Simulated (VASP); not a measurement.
Wanted: the native input for a VASP 6.6.1 run.

```
Task                   : single point
Functional             : LDA
Potentials or basis    : VASP PAW LDA potentials, release 64 (Si, C)
Cutoff                 : 520 eV
k mesh                 : 8 × 8 × 8
Occupations            : gaussian, width 0.01 eV
Spin                   : no spin polarisation
Dipole correction      : no
Further INCAR settings : ALGO = Normal; EDIFF = 1e-06; NBANDS = 11
```

The structure of SiC lies in POSCAR:

```
SiC
1.0
    0.0000000000      2.1644853731      2.1644853731
    2.1644853731      0.0000000000      2.1644853731
    2.1644853731      2.1644853731      0.0000000000
Si C
1 1
Direct
   -0.0023100179     -0.0023100179     -0.0023100179
    0.7500000000      0.7500000000      0.7500000000
```

This cell differs from its parent crystal: atom 1 moved by [-0.01, -0.01, -0.01] A.

These files were run (other wordings do the same):

INCAR

```
SYSTEM = SiC
ALGO = Normal
EDIFF = 1E-6
ENCUT = 520
GGA = CA
ISIF = 2
ISMEAR = 0
LASPH = .TRUE.
LCHARG = .TRUE.
LELF = .TRUE.
LREAL = .FALSE.
LVHAR = .TRUE.
LWAVE = .FALSE.
NBANDS = 11
NELM = 80
PREC = Accurate
SIGMA = 0.01
```

KPOINTS

```
k-points
0
G
  8 8 8
  0 0 0
```

Potentials or basis: VASP PAW LDA potentials, release 64 (Si, C).

Run with:

```bash
$ cat potpaw_LDA.64/Si/POTCAR potpaw_LDA.64/C/POTCAR > POTCAR
$ mpirun -np 1 vasp_std > vasp.out
```

Results of the run:

```yaml
Pressure: 0.5 GPa
Largest_force: 0.353 eV/Å
Band_gap_on_the_k_mesh: 1.24 eV, indirect (least direct gap 4.49 eV)
```

Caveat: the cell differs from its parent crystal (atom 1 moved by [-0.01, -0.01, -0.01] A).

Wall time 8.2 s on 1 thread of Intel(R) Xeon(R) Platinum 8259CL CPU @ 2.50GHz (Skylake/Cascade Lake), with other jobs on the host, peak memory 0.13 GiB.
